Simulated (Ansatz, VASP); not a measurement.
One calculation of SnSe, two programs

```
CELL_PARAMETERS angstrom
0.00000 3.01000 3.01000
3.01000 0.00000 3.01000
3.01000 3.01000 0.00000
ATOMIC_POSITIONS crystal
Sn 0.00000 0.00000 0.00000
Se 0.50000 0.50000 0.50000
```

Alike in both runs: task relaxation of cell and atoms; functional PBEsol; k mesh 8 × 8 × 8; occupations fermi-dirac, width 0.05 eV; no spin polarisation.

|  | VASP | Ansatz |
| --- | --- | --- |
| version | VASP 6.6.1 | Ansatz 0.2.0 |
| potentials or method | VASP PAW PBE potentials, release 64 (Sn_d, Se) | Ansatz PAW |
| plane-wave cutoff (eV) | 600 | 420 |
| valence electrons in the cell | 20 | 30 |

Ansatz gave:

| Item | Value |
| --- | --- |
| relaxed volume (Å³/atom) | 26.27 |
| relaxed cell length with the largest relative difference (Å) | 4.204 |

**Question.** What did VASP give for the same quantities?

**Answer.** Relaxed volume (Å³/atom): 26.30; relaxed cell length with the largest relative difference (Å): 4.206.

VASP's potentials were made for PBE, not for PBEsol. VASP's potentials hold 20 valence electrons a cell and Ansatz's 30, so a difference there can come from the potentials and not from the codes.

Noted on Ansatz's run: the plane-wave basis is chosen anew once the cell has moved, so the energies of steps on either side of that aren't comparable.
